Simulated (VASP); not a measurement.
Wanted: the native input for a VASP 6.6.1 run.

- Task: single point
- Functional: PBE
- Potentials or basis: VASP PAW PBE potentials, release 64 (K_sv, I)
- Cutoff: 520 eV
- k mesh: 6 × 6 × 4
- Occupations: fermi-dirac, width 0.02 eV
- Spin: no spin polarisation
- Dipole correction: no
- Further INCAR settings: ALGO = Normal; EDIFF = 1e-06; NBANDS = 24

The structure of KI lies in POSCAR:

```
KI
1.0
    6.0394507886      0.0000000000      0.0000000000
   -3.0197253943      5.2303178079      0.0000000000
    0.0000000000      0.0000000000      6.8884875011
K I
2 2
Direct
    0.3333333333      0.6666666667     -0.0625000000
    0.6666666667      0.3333333333      0.4375000000
    0.3333333333      0.6666666667      0.4375000000
    0.6666666667      0.3333333333      0.9375000000
```

This cell differs from its parent crystal: uniaxial z strain -2.1%.

These files were run (other wordings do the same):

INCAR

```
SYSTEM = KI
  PREC = Accurate
  ENCUT = 520
  EDIFF = 1E-6
  ISMEAR = -1
  SIGMA = 0.02
  LREAL = .FALSE.
  LASPH = .TRUE.
  NELM = 80
  ALGO = Normal
  ISIF = 2
  LWAVE = .FALSE.
  LCHARG = .FALSE.
  GGA = PE
  NBANDS = 24
```

KPOINTS

```
Automatic mesh
0
G
  6 6 4
  0 0 0
```

Potentials or basis: VASP PAW PBE potentials, release 64 (K_sv, I).

Launch:

```bash
$ cat potpaw_PBE.64/K_sv/POTCAR potpaw_PBE.64/I/POTCAR > POTCAR
$ mpirun -np 1 vasp_std > vasp.out
```

Results of the run:

* Pressure: 0.6 GPa
* Band gap on the k mesh: 3.82 eV

Caveat: the cell differs from its parent crystal (uniaxial z strain -2.1%); the structure was generated, so it needn't be the stable form of KI; spin-orbit coupling is left out, which moves the levels of the heavy elements.

Wall time 3.7 min on 1 thread of Oxide Virtual Turin-like Processor (shared host), peak memory 0.35 GiB.
